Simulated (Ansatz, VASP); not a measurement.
## Two plane-wave programs on KBr

```
CELL_PARAMETERS angstrom
0.00000 3.18563 3.18563
3.18563 0.00000 3.18563
3.18563 3.18563 0.00000
ATOMIC_POSITIONS crystal
K 0.00000 0.00000 0.00000
Br 0.50000 0.50000 0.50000
```

Alike in both runs: functional LDA; k mesh 6 × 6 × 6; occupations gaussian, width 0.02 eV; no spin polarisation.

Ansatz relaxed the structure, and its values are those at the end. VASP's run is a single point on that final structure, the one shown.

|  | VASP | Ansatz |
| --- | --- | --- |
| version | VASP 6.6.1 | Ansatz 0.2.0 |
| potentials or method | VASP PAW LDA potentials, release 64 (K_sv, Br), cutoff 500 eV | scalar-relativistic, plane waves, PAW |
| valence electrons in the cell | 16 | 16 |

Ansatz gave:

```
gap on the k mesh at the Fermi level (eV) : 4.32
least direct gap on the mesh (eV)         : 4.32
pressure (GPa)                            : 0.0
```

Q: Estimate VASP's values.

A: gap on the k mesh at the Fermi level (eV): 4.33; least direct gap on the mesh (eV): 4.33; pressure (GPa): 0.1.

LDA's correlation is that of Perdew and Zunger in VASP and of Perdew and Wang (1992) in Ansatz.
